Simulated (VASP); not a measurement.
A run of VASP 6.6.1 is set up as follows.

The input POSCAR:

```
LiH
1.0
    2.4770045394     -0.0554245740     -0.0554245740
   -0.0554245740      2.4770045394     -0.0554245740
   -0.0554245740     -0.0554245740      2.4770045394
Li H
1 1
Direct
    0.0000000000      0.0000000000      0.0000000000
    0.5000000000      0.5000000000      0.5000000000
```

Contents of INCAR.step1:

```
SYSTEM = LiH
  PREC = Accurate
  ENCUT = 520
  EDIFF = 1E-5
  ISMEAR = 0
  SIGMA = 0.01
  LREAL = .False.
  LASPH = .True.
  NELM = 60
  ALGO = Normal
  ISIF = 2
  LWAVE = .True.
  LCHARG = .False.
  GGA = PE
  NBANDS = 9
```

The input INCAR.step2:

```
SYSTEM = LiH
  PREC = Accurate
  ENCUT = 520
  EDIFF = 1E-6
  ISMEAR = 0
  SIGMA = 0.01
  LREAL = .False.
  LASPH = .True.
  NELM = 60
  ALGO = Normal
  ISIF = 2
  LWAVE = .False.
  LCHARG = .False.
  GGA = PE
  LHFCALC = .True.
  HFSCREEN = 0.2079
  PRECFOCK = Normal
  ISTART = 1
  NBANDS = 9
```

File KPOINTS:

```
Automatic mesh
0
Gamma
  8 8 8
  0 0 0
```

Potentials or basis: VASP PAW PBE potentials, release 64 (Li_sv, H).

Command:

```console
$ cat potpaw_PBE.64/Li_sv/POTCAR potpaw_PBE.64/H/POTCAR > POTCAR
$ cp INCAR.step1 INCAR
$ mpirun -np 1 vasp_std > vasp.out
$ cp INCAR.step2 INCAR
$ mpirun -np 1 vasp_std > vasp.out
```

Q: Predict the band gap on the k mesh.

A: 1.57 eV (least direct gap 4.86 eV).

Caveat: the cell differs from its parent crystal (epitaxial 111 strain +1.2%); the structure was generated, so it needn't be the stable form of LiH. A k mesh can miss the band edges.
